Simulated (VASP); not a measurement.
Write the native input for VASP 6.6.1 that does the following.

- Task: single point
- Functional: PBE
- Potentials or basis: VASP PAW PBE potentials, release 64 (Si, B)
- Cutoff: 520 eV
- k mesh: 12 × 12 × 14
- Occupations: gaussian, width 0.1 eV
- Spin: no spin polarisation
- Dipole correction: no
- Further INCAR settings: ALGO = Normal; EDIFF = 1e-06; NBANDS = 19

The structure of SiB2 lies in POSCAR:

```
SiB2
1.0
    4.9276913132      0.0000000000      0.0000000000
   -2.4638456566      4.2675058592      0.0000000000
    0.0000000000      0.0000000000      2.7368070127
Si B
2 4
Direct
    0.6666666667      0.3333333333      0.5000000000
    0.3333333333      0.6666666667      0.5000000000
    0.2227574109      0.2227574109      0.0000000000
    0.0000000000      0.7772425891      0.0000000000
    0.7772425891      0.0000000000      0.0000000000
    0.0000000000      0.0000000000      0.5000000000
```

The cell was generated, and may not be a known phase.

The input as run:

INCAR

```
PREC = Accurate
ENCUT = 520
EDIFF = 1E-6
ISMEAR = 0
SIGMA = 0.1
LREAL = False
LASPH = True
NELM = 100
ALGO = Normal
ISIF = 2
LWAVE = False
LCHARG = False
GGA = PE
NBANDS = 19
```

KPOINTS

```
regular mesh
0
Gamma
  12 12 14
```

Potentials or basis: VASP PAW PBE potentials, release 64 (Si, B).

Command:

```bash
$ cat potpaw_PBE.64/Si/POTCAR potpaw_PBE.64/B/POTCAR > POTCAR
$ mpirun -np 1 vasp_std > vasp.out
```

It gave:

```json
{"Pressure": "0.0 GPa", "Largest force": "0.005 eV/Å", "Band gap on the k mesh": "zero (bands 10 and 11 overlap by 5.99 eV)"}
```

Run time: 84 s on 1 thread of Intel(R) Xeon(R) Platinum 8259CL CPU @ 2.50GHz (Skylake/Cascade Lake), on a shared host, peak memory 0.26 GiB.
